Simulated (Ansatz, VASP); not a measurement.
**Si in VASP and in Ansatz**

File INCAR:

```
PREC = Accurate
ENCUT = 520
EDIFF = 1E-6
ISMEAR = 0
SIGMA = 0.01
LREAL = F
LASPH = T
NELM = 60
ALGO = Normal
ISIF = 2
LWAVE = F
LCHARG = F
GGA = PE
NBANDS = 26
```

KPOINTS

```
regular mesh
0
Gamma
  6 6 4
```

The input POSCAR:

```
Si
1.0
    6.8834897183     -1.9161475113     -0.0026266001
    6.8834897183      1.9161475113     -0.0026266001
   -0.7459305174      0.0000000000      6.2520155557
Si
8
Direct
    0.0556682454      0.0556682454      0.8739423691
    0.9443317546      0.9443317546      0.1260576309
    0.5592120450      0.5592120450      0.6536874484
    0.4407879550      0.4407879550      0.3463125516
    0.2129120558      0.2129120558      0.0569426968
    0.7870879442      0.7870879442      0.9430573032
    0.7270756498      0.7270756498      0.5855615805
    0.2729243502      0.2729243502      0.4144384195
```

Input for Ansatz:

```yaml
crystal:
  lattice:
    - [6.8834897183, -1.9161475113, -0.0026266001]
    - [6.8834897183, 1.9161475113, -0.0026266001]
    - [-0.7459305174, 0.0, 6.2520155557]
  atoms:
    - { symbol: Si, position: [0.0556682454, 0.0556682454, 0.8739423691] }
    - { symbol: Si, position: [0.9443317546, 0.9443317546, 0.1260576309] }
    - { symbol: Si, position: [0.559212045, 0.559212045, 0.6536874484] }
    - { symbol: Si, position: [0.440787955, 0.440787955, 0.3463125516] }
    - { symbol: Si, position: [0.2129120558, 0.2129120558, 0.0569426968] }
    - { symbol: Si, position: [0.7870879442, 0.7870879442, 0.9430573032] }
    - { symbol: Si, position: [0.7270756498, 0.7270756498, 0.5855615805] }
    - { symbol: Si, position: [0.2729243502, 0.2729243502, 0.4144384195] }
kpoints:
  mp_grid: { grid: [6, 6, 4] }
hamiltonian:
  xc: pbe
scf:
  occupations: { method: fixed }
  n_extra_bands: 6
output:
  forces: true
  stress: true
  eigenvalues: true
```

Alike in both runs: task single point; functional PBE; k mesh 6 × 6 × 4; no spin polarisation.

|  | VASP | Ansatz |
| --- | --- | --- |
| version | VASP 6.6.1 | Ansatz 0.2.0 |
| potentials or method | VASP PAW PBE potentials, release 64 (Si) | plane waves, PAW |
| plane-wave cutoff (eV) | 520 | 420 |
| occupations | gaussian, width 0.01 eV | fixed |
| valence electrons in the cell | 32 | 32 |

|  | VASP | Ansatz | Ansatz less VASP |
| --- | --- | --- | --- |
| gap on the k mesh at the Fermi level (eV) | 0.24 | 0.24 | -0.003 |
| pressure (GPa) | 2.7 | 2.8 | +0.08 |
| traceless stress, the component that is largest in VASP (GPa) | 0.14 | 0.15 | +0.002 |
| rms of the force components (eV/Å) | 0.041 | 0.042 | +0.0016 |

Atom by atom the forces differ by 0.002 eV/Å (rms over components).
